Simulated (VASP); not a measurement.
# K (P6_3/mmc) in VASP: relaxation of cell and atoms with PBE

Aim: the relaxation of cell and atoms of K with PBE.

Everything below comes from runs of VASP 6.6.1. Logs are shortened: lines on timing, memory, paths and dates and some standing lists are left out, and cuts for length are marked.

### 1 The cell of the first run

It takes space group P6_3/mmc (No. 194, hexagonal). Conventional cell: a = 4.690 Å, b = 4.690 Å, c = 6.659 Å, α = 90.00°, β = 90.00°, γ = 120.00°. Within 4.2 Å of K (site symmetry -3m) lie 8 K at 3.18 to 3.33 Å. K (site symmetry -6m2) has 12 K at 3.18 to 4.29 Å within 4.3 Å.

This isn't the form of K at room conditions, which is bcc.

### 2 Relaxation of cell and atoms, PBE, target pressure 14 GPa, at which the enthalpy is minimised

Input file INCAR:

```
PREC = Accurate ; ENCUT = 600
EDIFF = 1E-6 ; ISMEAR = -1
SIGMA = 0.1 ; LREAL = False
LASPH = True ; NELM = 60
ALGO = Normal ; ISIF = 3
LWAVE = False ; LCHARG = False
GGA = PE ; IBRION = 2
NSW = 60 ; EDIFFG = -0.005
PSTRESS = 140.0
```

Input file KPOINTS:

```
Automatic mesh
0
Gamma
  8 8 5
```

Input file POSCAR:

```
K
1.0
    4.6896611173      0.0000000000      0.0000000000
   -2.3448305586      4.0613656627      0.0000000000
    0.0000000000      0.0000000000      6.6593187865
K
4
Direct
    0.0000000000      0.0000000000      0.0000000000
    0.0000000000      0.0000000000      0.5000000000
    0.3333333333      0.6666666667      0.2500000000
    0.6666666667      0.3333333333      0.7500000000
```

Potentials or basis: VASP PAW PBE potentials, release 64 (K_sv).

Run with:

```
cat potpaw_PBE.64/K_sv/POTCAR > POTCAR
mpirun -np 1 vasp_std > vasp.out
```

OUTCAR:

```text
PREC = Accurate
   ENCUT = 600
   EDIFF = 1E-6
   ISMEAR = -1
   LREAL = False
   LASPH = True
   NELM = 60
   ISIF = 3
   GGA = PE
   IBRION = 2
   NSW = 60
   EDIFFG = -0.005
   PSTRESS = 140.0

 ion  position               nearest neighbor table
   1  0.000  0.000  0.000-   3 3.18   4 3.18   3 3.18   4 3.18   4 3.18   3 3.18   2 3.33   2 3.33

   2  0.000  0.000  0.500-   3 3.18   4 3.18   3 3.18   4 3.18   4 3.18   3 3.18   1 3.33   1 3.33

   3  0.333  0.667  0.250-   1 3.18   2 3.18   1 3.18   2 3.18   1 3.18   2 3.18
   4  0.667  0.333  0.750-   1 3.18   2 3.18   1 3.18   2 3.18   1 3.18   2 3.18

  LATTYP: Found a hexagonal cell.
 ALAT       =     4.6896611173
 C/A-ratio  =     1.4200000000

  Lattice vectors:

 A1 = (   4.6896611173,   0.0000000000,   0.0000000000)
 A2 = (  -2.3448305586,   4.0613656627,   0.0000000000)
 A3 = (   0.0000000000,   0.0000000000,   6.6593187865)

Analysis of symmetry for initial positions (statically):
=====================================================================
 Subroutine PRICEL returns:
 Original cell was already a primitive cell.

 Routine SETGRP: Setting up the symmetry group for a
 hexagonal supercell.

 Subroutine GETGRP returns: Found 24 space group operations
 (whereof 12 operations were pure point group operations)
 out of a pool of 24 trial point group operations.

The static configuration has the point symmetry D_3d.
 The point group associated with its full space group is D_6h.

Analysis of symmetry for dynamics (positions and initial velocities):
=====================================================================
 Subroutine PRICEL returns:
 Original cell was already a primitive cell.

 Routine SETGRP: Setting up the symmetry group for a
 hexagonal supercell.

 Subroutine GETGRP returns: Found 24 space group operations
 (whereof 12 operations were pure point group operations)
 out of a pool of 24 trial point group operations.

The dynamic configuration has the point symmetry D_3d.
 The point group associated with its full space group is D_6h.

 Subroutine INISYM returns: Found 24 space group operations
 (whereof 12 operations are pure point group operations),
 and found     1 'primitive' translations

----------------------------------------------------------------------------------------

                                     Primitive cell

  volume of cell :     126.8362

  direct lattice vectors                    reciprocal lattice vectors
     4.689661117  0.000000000  0.000000000     0.213235024  0.123111298  0.000000000
    -2.344830559  4.061365663  0.000000000     0.000000000  0.246222597  0.000000000
     0.000000000  0.000000000  6.659318787     0.000000000  0.000000000  0.150165510

  length of vectors
     4.689661117  4.689661117  6.659318787     0.246222597  0.246222597  0.150165510

  position of ions in fractional coordinates (direct lattice)
     0.000000000  0.000000000  0.000000000
     0.000000000  0.000000000  0.500000000
     0.333333333  0.666666667  0.250000000
     0.666666667  0.333333333  0.750000000

  ion indices of the primitive-cell ions
   primitive index   ion index
                 1           1
                 2           2
                 3           3
                 4           4

----------------------------------------------------------------------------------------

 KPOINTS: Automatic mesh

Automatic generation of k-mesh.
 Grid dimensions read from file:
 generate k-points for:    8    8    5

 Generating k-lattice:

  Cartesian coordinates                     Fractional coordinates (reciprocal lattice)
     0.026654378  0.015388912  0.000000000     0.125000000  0.000000000  0.000000000
     0.000000000  0.030777825  0.000000000     0.000000000  0.125000000  0.000000000
     0.000000000  0.000000000  0.030033102     0.000000000  0.000000000  0.200000000

  Length of vectors
     0.030777825  0.030777825  0.030033102

  Shift w.r.t. Gamma in fractional coordinates (k-lattice)
     0.000000000  0.000000000  0.000000000

 Subroutine IBZKPT returns following result:
 ===========================================

 Found     30 irreducible k-points:

 Following reciprocal coordinates:
            Coordinates               Weight
  0.000000  0.000000  0.000000      1.000000
  0.125000  0.000000  0.000000      6.000000
  0.250000  0.000000  0.000000      6.000000
  0.375000  0.000000  0.000000      6.000000
  0.500000  0.000000  0.000000      3.000000
  0.125000  0.125000  0.000000      6.000000
[... 16 lines left out ...]
  0.250000  0.000000  0.400000     12.000000
  0.375000  0.000000  0.400000     12.000000
 [... further k-points ...]
   k-points           NKPTS =     30   k-points in BZ     NKDIM =     30   number of bands    NBANDS=     22
   number of dos      NEDOS =    301   number of ions     NIONS =      4
   total plane-waves  NPLWV =  86400
   dimension x,y,z NGX =    40 NGY =   40 NGZ =   54
   dimension x,y,z NGXF=    80 NGYF=   80 NGZF=  108
   ions per type =               4
   NGX,Y,Z   is equivalent  to a cutoff of  14.18, 14.18, 13.48 a.u.
   NGXF,Y,Z  is equivalent  to a cutoff of  28.36, 28.36, 26.96 a.u.
 SYSTEM =  unknown system
   PREC   = accura    normal or accurate (medium, high low for compatibility)
   ISTART =      0    job   : 0-new  1-cont  2-samecut
   ICHARG =      2    charge: 1-file 2-atom 10-const
   ISPIN  =      1    spin polarized calculation?
   LNONCOLLINEAR =      F non collinear calculations
   LSORBIT =      F    spin-orbit coupling
   LASPH  =      T    aspherical Exc in radial PAW
   ENCUT  =  600.0 eV  44.10 Ry    6.64 a.u.   9.37  9.37 13.30*2*pi/ulx,y,z
   NELM   =     60;   NELMIN=  2; NELMDL= -5     # of ELM steps
   EDIFF  = 0.1E-05   stopping-criterion for ELM
   LREAL  =      F    real-space projection
   EDIFFG = -.5E-02   stopping-criterion for IOM
   NSW    =     60    number of steps for IOM
   IBRION =      2    ionic relax: 0-MD 1-quasi-New 2-CG
   NFREE  =      1    steps in history (QN), initial steepest desc. (CG)
   ISIF   =      3    stress and relaxation
   ISYM   =      2    0-nonsym 1-usesym 2-fastsym
   POTIM  = 0.5000    time-step for ionic-motion
   TEBEG  =    0.0;   TEEND  =   0.0 temperature during run
   PSTRESS=  140.0 pullay stress
   NELECT =      36.0000    total number of electrons
   NUPDOWN=      -1.0000    fix difference up-down
   EMIN   =  10.00;   EMAX   =-10.00  energy-range for DOS
   EFERMI =   0.00;   METHOD = LEGACY
   ISMEAR =    -1;   SIGMA  =   0.10  broadening in eV -4-tet -1-fermi 0-gaus
   EFERMI_NEDOS =   21; number of points for ismear=-14 and -15
   IALGO  =     38    algorithm
   IMIX   =      4    mixing-type and parameters
     AMIX     =   0.40;   BMIX     =  1.00
     AMIX_MAG =   1.60;   BMIX_MAG =  1.00
  volume/ion in A,a.u.               =      31.71       213.98
  Fermi-wavevector in a.u.,A,eV,Ry     =   1.075874  2.033106 15.748795  1.157504
  Thomas-Fermi vector in A             =   2.211742
   LORBIT       =      0    0 simple, 1 ext, 2 COOP (PROOUT), +10 PAW based schemes
   GGA     = PE    functional components
   LHFCALC =     F    Hartree Fock is set to
   AEXX    =    0.0000 exact exchange contribution
   IVDW    =     0    specifies the selected vdW correction
   LEPSILON=     F    determine dielectric tensor
   LRPA    =     F    only Hartree local field effects (RPA)
 conjugate gradient relaxation of ions
 non-spin polarized calculation
  energy-cutoff  :      600.00
  volume of cell :      126.84
 maximum number of plane-waves:      4262
 NGX is ok and might be reduce to    40
   NGX = 19   NGY = 19   NGZ = 27

--------------------------------------- Ionic step        1  -------------------------------------------

 number of electron      35.9999998 magnetization

 Free energy of the ion-electron system (eV)
  ---------------------------------------------------
  ext. energy  EPLUGINS =         0.00000000
  ---------------------------------------------------
  free energy    TOTEN  =         0.18956829 eV

  energy without entropy =        0.24676332  energy(sigma->0) =        0.21816580

------------------------ aborting loop because EDIFF is reached ----------------------------------------

  FORCE on cell =-STRESS in cart. coord.  units (eV):
  Direction    XX          YY          ZZ          XY          YZ          ZX
  --------------------------------------------------------------------------------------
  -------------------------------------------------------------------------------------
  Total        8.5710493      8.5710493      9.4783614      0.0000000      0.0000000      0.0000000
  in kB      108.2682743    108.2682743    119.7293126      0.0000000      0.0000000      0.0000000
  external PRESSURE =     -27.9113796 kB  Pullay stress =     140.0000000 kB
[... 103 lines left out ...]
  energy  without entropy=        1.1398725144  energy(sigma->0) =        1.12066329

  enthalpy is  TOTEN    =        11.1603784108 eV   P V=       10.0589243412

[... ionic steps 4 to 7 ...]

--------------------------------------- Ionic step        8  -------------------------------------------

 number of electron      35.9999997 magnetization

------------------------ aborting loop because EDIFF is reached ----------------------------------------
[... 75 lines left out ...]
--------------------------------------- Ionic step       10  -------------------------------------------

 number of electron      35.9999997 magnetization

 Free energy of the ion-electron system (eV)
  ---------------------------------------------------
  ext. energy  EPLUGINS =         0.00000000
  ---------------------------------------------------
  free energy    TOTEN  =         0.87090658 eV

  energy without entropy =        0.92823469  energy(sigma->0) =        0.89957063

 E-fermi :   3.1185     XC(G=0):  -8.4528

 val. band max:        3.1045957637   @ k =   0.0000   0.0000   0.0000
 cond. band min:       3.1473103093   @ k =   0.5000   0.0000   0.2000
 fundamental gap:      0.0427145457
 Fermi energy:         3.1184562968

 k-point     1 :       0.0000    0.0000    0.0000
  band No.  band energies     occupation
      1     -29.9213      2.00000
      2     -29.7452      2.00000
      3     -29.3977      2.00000
      4     -29.2640      2.00000
      5     -13.6620      2.00000
      6     -13.5560      2.00000
[... 589 lines left out ...]
     21       4.3718      0.00001
     22       4.9819      0.00000

 [... further k-points ...]

------------------------ aborting loop because EDIFF is reached ----------------------------------------

  FORCE on cell =-STRESS in cart. coord.  units (eV):
  Direction    XX          YY          ZZ          XY          YZ          ZX
  --------------------------------------------------------------------------------------
  -------------------------------------------------------------------------------------
  Total       10.2648682     10.2648682     10.2792568      0.0000000      0.0000000      0.0000000
  in kB      139.8337123    139.8337123    140.0297213      0.0000000      0.0000000      0.0000000
  external PRESSURE =      -0.1009514 kB  Pullay stress =     140.0000000 kB
[... 23 lines left out ...]
  energy  without entropy=        0.9282346895  energy(sigma->0) =        0.89957063

  enthalpy is  TOTEN    =        11.1479816140 eV   P V=       10.2770750355

 reached required accuracy - stopping structural energy minimisation
```

It took 15 min on 1 thread of AMD EPYC 7R43 (Zen 3), shared host; peak memory 0.29 GiB.

What came out:

```yaml
Free_energy: 0.8709 eV
Relaxed_volume: 29.40 Å³/atom
Relaxed_cell: a = 4.362 Å, b = 4.362 Å, c = 7.137 Å, α = 90.00°, β = 90.00°, γ = 120.00°
Space_group_after_relaxing_to_0.1_Å: P6_3/mmc (No. 194)
Energy_change_on_relaxing_the_run_minimises_the_enthalpy: +170.3 meV/atom
Ionic_steps: 10
Pressure_after_relaxing: 14.0 GPa
Band_gap_on_the_k_mesh: zero (bands 18 and 19 overlap by 0.03 eV)
```

Step by step:
```csv
step,energy change (eV),largest force (eV/Å),pressure (GPa),volume (Å³)
1,0.0000,0.0000,11.21,126.84
2,0.7541,0.0000,13.53,116.96
3,0.9119,0.0000,14.03,115.12
4,0.9317,0.0000,14.10,114.89
5,0.9225,0.0000,14.10,114.98
6,0.8971,0.0000,14.10,115.22
7,0.8551,0.0000,14.14,115.65
8,0.8016,0.0000,14.33,116.25
9,0.5706,0.0000,13.68,118.89
10,0.6813,0.0000,13.99,117.61
```

Final structure:
```
K
1.0
     4.36209    0.00000    0.00000
    -2.18104    3.77768    0.00000
     0.00000    0.00000    7.13728
K
4
Direct
  0.00000 0.00000 0.00000
  0.00000 0.00000 0.50000
  0.33333 0.66667 0.25000
  0.66667 0.33333 0.75000
```

Caveat: the cell is relaxed towards a set pressure, so the run minimises the enthalpy, not the energy.

The gap in the log of VASP goes by the Fermi energy; the results here count the filled bands.